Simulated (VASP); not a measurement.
Write the native input for VASP 6.6.1 that does the following.

```yaml
Task: single point
Functional: PBE
Potentials_or_basis: VASP PAW PBE potentials, release 64 (Ta_pv)
Cutoff: 520 eV
k_mesh: 13 × 13 × 1
Occupations: fermi-dirac, width 0.1 eV
Spin: no spin polarisation
Dipole_correction: yes
Further_INCAR_settings: ALGO = Normal; EDIFF = 1e-06; NBANDS = 12
```

The structure of Ta lies in POSCAR:

```
Ta
1.0
    2.8752873601      0.0000000000      0.0000000000
   -0.9584291200      2.7108469202      0.0000000000
    0.0000000000      0.0000000000      9.0000000000
Ta
1
Direct
    0.0000000000      0.0000000000      0.5000000000
```

The input as run:

INCAR

```
SYSTEM = Ta
PREC = Accurate
ENCUT = 520
EDIFF = 1E-6
ISMEAR = -1
SIGMA = 0.1
LREAL = .FALSE.
LASPH = .TRUE.
NELM = 100
ALGO = Normal
ISIF = 2
LWAVE = .FALSE.
LCHARG = .FALSE.
LDIPOL = .TRUE.
IDIPOL = 3
DIPOL = 0.5 0.5 0.500
GGA = PE
NBANDS = 12
```

KPOINTS

```
Automatic mesh
0
G
  13 13 1
  0 0 0
```

Potentials or basis: VASP PAW PBE potentials, release 64 (Ta_pv).

Run with:

```sh
$ cat potpaw_PBE.64/Ta_pv/POTCAR > POTCAR
$ mpirun -np 1 vasp_std > vasp.out
```

Run time: 20 s on 1 thread of Intel(R) Xeon(R) Platinum 8488C (Sapphire Rapids), on a shared host, peak memory 0.2 GiB.
